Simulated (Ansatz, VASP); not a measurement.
Two plane-wave programs on Na

INCAR

```
SYSTEM = Na
ALGO = Normal ; EDIFF = 1E-6
ENCUT = 520 ; GGA = RE
ISIF = 2 ; ISMEAR = -1
LASPH = .TRUE. ; LCHARG = .FALSE.
LREAL = .FALSE. ; LWAVE = .FALSE.
NBANDS = 14 ; NELM = 100
PREC = Accurate ; SIGMA = 0.1
```

The input KPOINTS:

```
k-points
0
G
  11 11 11
  0 0 0
```

Contents of POSCAR:

```
Na
1.0
   -4.6137856243      4.6225979603      1.9027949991
    4.6225979603     -4.6137856243      1.9027949991
    2.4242326508      2.4242326508     -1.8866551895
Na
2
Direct
    0.0001156605      0.9998843395      1.0000000000
    0.7498843395      0.2501156605      0.5000000000
```

Input for Ansatz:

```yaml
crystal:
  lattice:
    - [-4.6137856243, 4.6225979603, 1.9027949991]
    - [4.6225979603, -4.6137856243, 1.9027949991]
    - [2.4242326508, 2.4242326508, -1.8866551895]
  atoms:
    - { symbol: Na, position: [0.0001156605, 0.9998843395, 1.0] }
    - { symbol: Na, position: [0.7498843395, 0.2501156605, 0.5] }
hamiltonian:
  xc: revpbe
  pseudopotentials:
    kind: paw
    azcp:
      Na: "pseudopotentials/Na.paw.azcp"
basis:
  ecutwfc: 420
  fft_grid_basis: typed
kpoints:
  mp_grid: { grid: [11, 11, 11], shift: [0, 0, 0] }
magnetization:
  spin_polarized: false
scf:
  occupations: { method: fermi_dirac, width: 0.1 }
  lower_state_search: "off"
output:
  stress: true
```

Alike in both runs: task single point; functional revPBE; k mesh 11 × 11 × 11; occupations fermi-dirac, width 0.1 eV; no spin polarisation.

|  | VASP | Ansatz |
| --- | --- | --- |
| version | VASP 6.6.1 | Ansatz 0.2.0 |
| potentials or method | VASP PAW PBE potentials, release 64 (Na_pv), cutoff 520 eV | plane waves (420 eV) with PAW, scalar-relativistic |
| valence electrons in the cell | 14 | 18 |

```tsv
	VASP	Ansatz	Ansatz less VASP
pressure (GPa)	-0.4	-0.4	+0.01
traceless stress, the component that is largest in VASP (GPa)	-0.07	-0.07	0.000
```

VASP's potentials were made for PBE, not for revPBE. VASP's potentials hold 14 valence electrons a cell and Ansatz's 18, so a difference there can come from the potentials and not from the codes.
